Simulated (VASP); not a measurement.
The system is HfBe2Si2.

```
CELL_PARAMETERS angstrom
3.54732 0.00000 0.00000
-1.77366 3.07207 0.00000
0.00000 0.00000 6.67046
ATOMIC_POSITIONS crystal
Hf 0.00000 0.00000 0.00000
Be 0.00000 0.00000 0.33306
Be 0.00000 0.00000 0.66694
Si 0.33333 0.66667 0.50000
Si 0.66667 0.33333 0.50000
```

The cell was built from a structure type or drawn by symmetry, and may not be a known phase.

* Program: VASP 6.6.1
* Task: relaxation of cell and atoms
* Functional: PBE
* Potentials or basis: VASP PAW PBE potentials, release 64 (Hf_pv, Be, Si)
* Cutoff: 600 eV
* k mesh: 6 × 6 × 4
* Occupations: gaussian, width 0.1 eV
* Spin: no spin polarisation

At the start: pressure 29.3 GPa; volume 14.54 Å³/atom.

Problem. How do energy, volume and symmetry change on relaxing?

Solution. Over 10 steps the energy falls by 395.9 meV/atom and the volume is 18.82 Å³/atom (+29.4 %); space group P6/mmm (No. 191, to 0.1 Å) before and after.

The path:
```tsv
step	energy change (eV)	largest force (eV/Å)	pressure (GPa)	volume (Å³)
1	0.0000	1.9160	29.33	72.69
2	-1.7236	0.8910	-5.03	104.40
3	-1.8577	1.0930	-0.81	95.64
4	-1.9423	0.4902	-0.36	95.14
5	-1.9595	0.0391	0.06	94.80
6	-1.9708	0.0079	-0.11	94.82
7	-1.9748	0.2054	-0.46	94.84
8	-1.9776	0.0861	-0.31	94.84
9	-1.9779	0.1062	-0.34	94.84
10	-1.9797	0.0064	0.06	94.08
```

Final structure:
```cif
data_structure
_symmetry_space_group_name_H-M 'P 1'
_symmetry_Int_Tables_number 1
_cell_length_a 3.9426
_cell_length_b 3.9426
_cell_length_c 6.9890
_cell_angle_alpha 90.000
_cell_angle_beta 90.000
_cell_angle_gamma 120.000
_cell_volume 94.08
loop_
_atom_site_label
_atom_site_type_symbol
_atom_site_fract_x
_atom_site_fract_y
_atom_site_fract_z
_atom_site_occupancy
Hf1 Hf 0.00000 0.00000 0.00000 1
Be1 Be 0.00000 0.00000 0.35792 1
Be2 Be 0.00000 0.00000 0.64208 1
Si1 Si 0.33333 0.66667 0.50000 1
Si2 Si 0.66667 0.33333 0.50000 1
```

Caveat: the volume moved by over 15 % at a fixed basis, so the end points are rough.
